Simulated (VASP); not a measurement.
Runs of VASP 6.6.1 on TiO2 (Rutile). The structure is that of space group P4_2/mnm (No. 136), or close to it. The cells are those of the table. 

| task | level | cell | cutoff (eV) | gap on the mesh (eV) | pressure (GPa) | relaxed volume (Å³/atom) | largest force (eV/Å) |
| --- | --- | --- | --- | --- | --- | --- | --- |
| single point | RPBE | a = 4.686, b = 4.686, c = 2.981 Å, 6 atoms | 520 | 1.84 | 0.6 | - | 0.03 |
| single point | PBEsol | a = 4.590, b = 4.590, c = 2.940 Å, 6 atoms | 520 | 1.84 | 0.7 | - | 0.03 |
| relaxation of cell and atoms | PBE+D3(BJ) | relaxed from a = 4.592, b = 4.592, c = 2.957 Å, 6 atoms | 600 | 1.83 | 0.0 | 10.47 | - |
| relaxation of cell and atoms | RPBE | relaxed from a = 4.592, b = 4.592, c = 2.957 Å, 6 atoms | 600 | 1.83 | 0.0 | (a) | - |
| relaxation of cell and atoms | PBEsol | relaxed from a = 4.592, b = 4.592, c = 2.957 Å, 6 atoms | 600 | 1.83 | 0.0 | 10.34 | - |
| single point | PBE+D4 | a = 4.606, b = 4.606, c = 2.956 Å, 6 atoms | 520 | 1.84 | 0.7 | - | 0.03 |
| relaxation of cell and atoms | PBE+D4 | relaxed from a = 4.592, b = 4.592, c = 2.957 Å, 6 atoms | 600 | 1.83 | 0.0 | 10.47 | - |
| single point | PBE+D3(BJ) | a = 4.607, b = 4.607, c = 2.956 Å, 6 atoms | 520 | 1.84 | 0.7 | - | 0.02 |

Alike in all rows: potentials or basis VASP PAW PBE potentials, release 64 (Ti_sv, O); no spin polarisation; k mesh 3 × 3 × 5; smearing gaussian 0.01 eV.

Task: Fill in the values left out.

Result: (a) 10.93.

Caveats: all runs use coarse meshes; the PAW data sets were made with another functional, which shifts forces and pressure a little (some runs).

A k mesh can miss the band edges.
